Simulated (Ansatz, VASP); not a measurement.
## N: VASP beside Ansatz

The input INCAR:

```
SYSTEM = N
PREC = Accurate
ENCUT = 600
EDIFF = 1E-6
ISMEAR = -1
SIGMA = 0.05
LREAL = .FALSE.
LASPH = .TRUE.
NELM = 120
ALGO = Normal
ISIF = 2
LWAVE = .FALSE.
LCHARG = .FALSE.
GGA = CA
NBANDS = 8
GGA_COMPAT = .FALSE.
```

The input KPOINTS:

```
regular mesh
0
G
  16 16 16
  0 0 0
```

Contents of POSCAR:

```
N
1.0
   -1.2185169242      1.2185169242      1.2185169242
    1.2185169242     -1.2185169242      1.2185169242
    1.2185169242      1.2185169242     -1.2185169242
N
1
Direct
    0.0000000000      0.0000000000      0.0000000000
```

Input for Ansatz:

```yaml
crystal:
  lattice:
    - [-1.2185169242, 1.2185169242, 1.2185169242]
    - [1.2185169242, -1.2185169242, 1.2185169242]
    - [1.2185169242, 1.2185169242, -1.2185169242]
  atoms:
    - { symbol: "N", position: [0.0, 0.0, 0.0] }
kpoints:
  mp_grid: { grid: [16, 16, 16] }
  band_path:
    path:
      - [0.0, 0.0, 0.0]
      - [0.5, -0.5, 0.5]
      - [0.0, 0.0, 0.5]
      - [0.0, 0.0, 0.0]
      - [0.25, 0.25, 0.25]
      - [0.5, -0.5, 0.5]
      - [0.25, 0.25, 0.25]
      - [0.0, 0.0, 0.5]
    npoints: 5
scf:
  occupations: { method: fermi_dirac, width: 0.05 }
hamiltonian:
  xc: lda
  pseudopotentials: { kind: all_electron, lapw: { basis_error: 0.00025 } }
output:
  forces: true
  stress: true
  eigenvalues: true
```

Alike in both runs: task single point; functional LDA; k mesh 16 × 16 × 16; occupations fermi-dirac, width 0.05 eV; no spin polarisation.

|  | VASP | Ansatz |
| --- | --- | --- |
| version | VASP 6.6.1 | Ansatz 0.2.0 |
| potentials or method | VASP PAW LDA potentials, release 64 (N), cutoff 600 eV | all-electron LAPW, scalar-relativistic |

```tsv
	VASP	Ansatz	Ansatz less VASP
pressure (GPa)	-15.1	-15.2	-0.08
```

LDA's correlation is that of Perdew and Zunger in VASP and of Perdew and Wang (1992) in Ansatz. Ansatz ran all-electron here, and VASP with PAW potentials.
